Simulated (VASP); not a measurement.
A run of VASP 6.6.1 is set up as follows.

Contents of INCAR:

```
SYSTEM = WS2
ALGO = Normal
EDIFF = 1E-6
ENCUT = 520
GGA = PS
ISIF = 2
ISMEAR = 0
LASPH = .True.
LCHARG = .False.
LREAL = .False.
LWAVE = .False.
NBANDS = 49
NELM = 80
PREC = Accurate
SIGMA = 0.02
```

KPOINTS

```
k-points
0
Gamma
  12 12 2
  0 0 0
```

POSCAR

```
WS2
1.0
    3.0056510548      0.0000000000      0.0000000000
   -1.5028255274      2.6029701684      0.0000000000
    0.0000000000      0.0000000000     18.2929761449
W S
3 6
Direct
    0.6666666667      0.3333333333      0.3326837023
    0.3333333333      0.6666666667      0.6660170356
    0.0000000000      0.0000000000      0.9993503689
    0.3333333333      0.6666666667      0.2442928298
    0.6666666667      0.3333333333      0.0876568012
    0.0000000000      0.0000000000      0.5776261632
    0.3333333333      0.6666666667      0.4209901345
    0.6666666667      0.3333333333      0.9109594965
    0.0000000000      0.0000000000      0.7543234679
```

Potentials or basis: VASP PAW PBE potentials, release 64 (W_sv, S).

Launch:

```bash
$ cat potpaw_PBE.64/W_sv/POTCAR potpaw_PBE.64/S/POTCAR > POTCAR
$ mpirun -np 1 vasp_std > vasp.out
```

(1) Predict the pressure.

(2) Predict the band gap on the k mesh.

(3) What does it give for the largest force?

## Answers

(1) 12.8 GPa.

(2) 0.98 eV.

(3) 0.024 eV/Å.

Caveat: the cell differs from its parent crystal (equal strain along all axes, cell held: -4.5 %, then relaxed in part); the cell stands under pressure; the PAW data sets were made with another functional, which shifts forces and pressure a little; spin-orbit coupling is left out, which moves the levels of the heavy elements; this functional lacks dispersion, which binds the layers, so the pressure and a relaxed spacing across them are unreliable.
